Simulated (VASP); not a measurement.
Input of a VASP 6.6.1 run:

Contents of POSCAR:

```
TaN
1.0
    2.9217699809      0.0000000000      0.0000000000
   -1.4608849905      2.5303270275      0.0000000000
    0.0000000000      0.0000000000      5.9165150000
Ta N
2 2
Direct
    0.0000000000      0.0000000000      0.5000000000
    0.0000000000      0.0000000000      0.0000000000
    0.3333333333      0.6666666667      0.2500000000
    0.6666666667      0.3333333333      0.7500000000
```

File INCAR.step1:

```
  PREC = Accurate
  ENCUT = 520
  EDIFF = 1E-5
  ISMEAR = -1
  SIGMA = 0.05
  LREAL = False
  LASPH = True
  NELM = 100
  ALGO = Normal
  ISIF = 2
  LWAVE = True
  LCHARG = False
  NBANDS = 24
  GGA = PE
```

Contents of INCAR.step2:

```
  PREC = Accurate
  ENCUT = 520
  EDIFF = 1E-6
  ISMEAR = -1
  SIGMA = 0.05
  LREAL = False
  LASPH = True
  NELM = 100
  ALGO = Normal
  ISIF = 2
  LWAVE = False
  LCHARG = False
  GGA = PE
  LHFCALC = True
  AEXX = 0.25
  HFSCREEN = 0.3
  PRECFOCK = Normal
  NBANDS = 24
  ISTART = 1
```

Contents of KPOINTS:

```
Automatic mesh
0
Gamma
  5 5 3
```

Potentials or basis: VASP PAW PBE potentials, release 64 (Ta_pv, N).

Command:

```console
$ cat potpaw_PBE.64/Ta_pv/POTCAR potpaw_PBE.64/N/POTCAR > POTCAR
$ cp INCAR.step1 INCAR
$ mpirun -np 1 vasp_std > vasp.out
$ cp INCAR.step2 INCAR
$ mpirun -np 1 vasp_std > vasp.out
```

(1) Predict the pressure.

(2) Predict the band gap on the k mesh.

Results:

(1) -9.4 GPa.

(2) zero (bands 16 and 17 overlap by 1.15 eV).

Caveat: the k points lie up to 0.50 Å⁻¹ apart, too coarse for converged energies and pressures of a metal; the PAW data sets were made with another functional, which shifts forces and pressure a little; spin-orbit coupling is left out, which moves the levels of the heavy elements.
